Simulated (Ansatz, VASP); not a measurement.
# Two plane-wave programs on KF

File INCAR:

```
SYSTEM = KF
PREC = Accurate
ENCUT = 520
EDIFF = 1E-7
ISMEAR = 0
SIGMA = 0.05
LREAL = .False.
LASPH = .True.
NELM = 60
ALGO = Normal
ISIF = 2
LWAVE = .False.
LCHARG = .True.
GGA = PE
LELF = .True.
LVHAR = .True.
NBANDS = 15
```

KPOINTS

```
Automatic mesh
0
Gamma
  8 8 8
  0 0 0
```

POSCAR

```
KF
1.0
    0.0000000000      2.6333975000      2.6735000000
    2.7136025000      0.0000000000      2.6735000000
    2.7136025000      2.6333975000      0.0000000000
K F
1 1
Direct
    0.0000000000      0.0000000000      0.0000000000
    0.5000000000      0.5000000000      0.5000000000
```

Input for Ansatz:

```yaml
crystal:
  lattice:
    - [0.0, 2.6333975, 2.6735]
    - [2.7136025, 0.0, 2.6735]
    - [2.7136025, 2.6333975, 0.0]
  atoms:
    - { symbol: K, position: [0.0, 0.0, 0.0] }
    - { symbol: F, position: [0.5, 0.5, 0.5] }
basis:
  ecutwfc: 420
kpoints:
  mp_grid: { grid: [8, 8, 8] }
hamiltonian:
  xc: pbe
scf:
  occupations: { method: gaussian, width: 0.05 }
output:
  forces: true
  stress: true
  eigenvalues: true
```

Change from the starting cell: strain +0.0150 x Voigt [1, -1, 0, 0, 0, 0], atoms carried along.

Alike in both runs: task single point; functional PBE; k mesh 8 × 8 × 8; occupations gaussian, width 0.05 eV; no spin polarisation.

|  | VASP | Ansatz |
| --- | --- | --- |
| version | VASP 6.6.1 | Ansatz 0.2.0 |
| potentials or method | VASP PAW PBE potentials, release 64 (K_sv, F), cutoff 520 eV | scalar-relativistic, plane waves, PAW |
| valence electrons in the cell | 16 | 16 |

```csv
,VASP,Ansatz,Ansatz less VASP
gap on the k mesh at the Fermi level (eV),6.13,6.15,+0.016
least direct gap on the mesh (eV),6.13,6.15,+0.016
pressure (GPa),1.4,1.4,-0.04
"traceless stress, the component that is largest in VASP (GPa)",0.92,0.88,-0.036
```

With one functional, cell and mesh, what is left measures potentials, basis and numerics.
